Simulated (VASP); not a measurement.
A run of VASP 6.6.1 is set up as follows.

The input POSCAR:

```
CdSe
1.0
    3.0400000000     -3.0400000000      0.0000000000
    0.0000000000      3.0400000000     -3.0400000000
    6.0800000000      6.0800000000      6.0800000000
Cd Se
3 3
Direct
    0.0000000000      0.0000000000      0.0000000000
    0.3333330000      0.6666670000      0.3333330000
    0.6666670000      0.3333330000      0.6666670000
    0.0000000000      0.0000000000      0.2500000000
    0.3333330000      0.6666670000      0.5833330000
    0.6666670000      0.3333330000      0.9166670000
```

Contents of INCAR.step1:

```
PREC     = Accurate       # precision mode
ENCUT    = 440            # plane-wave cutoff, eV
ISMEAR   = -1             # smearing method
SIGMA    = 0.05           # smearing width, eV
LREAL    = F              # projectors in reciprocal space
LASPH    = T              # aspherical terms in the spheres
NELM     = 120            # most SCF steps
NBANDS   = 36             # bands
GGA      = PE             # functional
ALGO     = Normal         # electronic algorithm
EDIFF    = 1E-5           # SCF threshold, eV
LWAVE    = T              # write WAVECAR
LCHARG   = F              # write CHGCAR
GGA_COMPAT= F
```

The input INCAR.step2:

```
PREC     = Accurate       # precision mode
ENCUT    = 440            # plane-wave cutoff, eV
EDIFF    = 1E-6           # SCF threshold, eV
ISMEAR   = -1             # smearing method
SIGMA    = 0.05           # smearing width, eV
LREAL    = F              # projectors in reciprocal space
LASPH    = T              # aspherical terms in the spheres
NELM     = 120            # most SCF steps
ALGO     = Normal         # electronic algorithm
ISIF     = 2              # what is computed and relaxed
LWAVE    = F              # write WAVECAR
LCHARG   = F              # write CHGCAR
METAGGA  = R2SCAN         # meta-GGA
LMIXTAU  = T            
NBANDS   = 36             # bands
ISTART   = 1            
GGA_COMPAT= F
```

File KPOINTS:

```
Automatic mesh
0
Gamma
  4 4 2
```

Potentials or basis: VASP PAW PBE potentials, release 64 (Cd, Se).

Run with:

```sh
$ cat potpaw_PBE.64/Cd/POTCAR potpaw_PBE.64/Se/POTCAR > POTCAR
$ cp INCAR.step1 INCAR
$ mpirun -np 1 vasp_std > vasp.out
$ cp INCAR.step2 INCAR
$ mpirun -np 1 vasp_std > vasp.out
```

(1) Predict the pressure.

(2) Estimate the band gap on the k mesh.

Results:

(1) 1.6 GPa.

(2) 1.08 eV.

Caveat: the k points lie up to 0.42 Å⁻¹ apart; the PAW data sets were made with another functional, which shifts forces and pressure a little.
